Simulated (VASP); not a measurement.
Crystal: Pd.

```xyz
1
Lattice="0.0000 1.9500 1.9500 1.9500 0.0000 1.9500 1.9500 1.9500 0.0000" Properties=species:S:1:pos:R:3 pbc="T T T"
Pd    0.0000    0.0000    0.0000
```

```yaml
Program: VASP 6.6.1
Task: relaxation of cell and atoms
Functional: PBE
Potentials_or_basis: VASP PAW PBE potentials, release 64 (Pd)
Cutoff: 500 eV
k_mesh: 12 × 12 × 12
Occupations: gaussian, width 0.1 eV
Spin: no spin polarisation
```

At the start: pressure 5.5 GPa; volume 14.83 Å³/atom.

Problem. Where does the relaxation end?

Solution. Over 3 steps the energy falls by 7.6 meV/atom and the volume is 15.29 Å³/atom (+3.1 %); space group Fm-3m (No. 225, to 0.05 Å).

The path:
| step | energy change (eV) | largest force (eV/Å) | pressure (GPa) | volume (Å³) |
| --- | --- | --- | --- | --- |
| 1 | 0.0000 | 0.0000 | 5.53 | 14.83 |
| 2 | 0.0064 | 0.0000 | -6.40 | 15.96 |
| 3 | -0.0076 | 0.0000 | -0.03 | 15.29 |

Final structure:
```
Pd
1.0
     0.00000    1.97003    1.97003
     1.97003    0.00000    1.97003
     1.97003    1.97003    0.00000
Pd
1
Direct
  0.00000 0.00000 0.00000
```
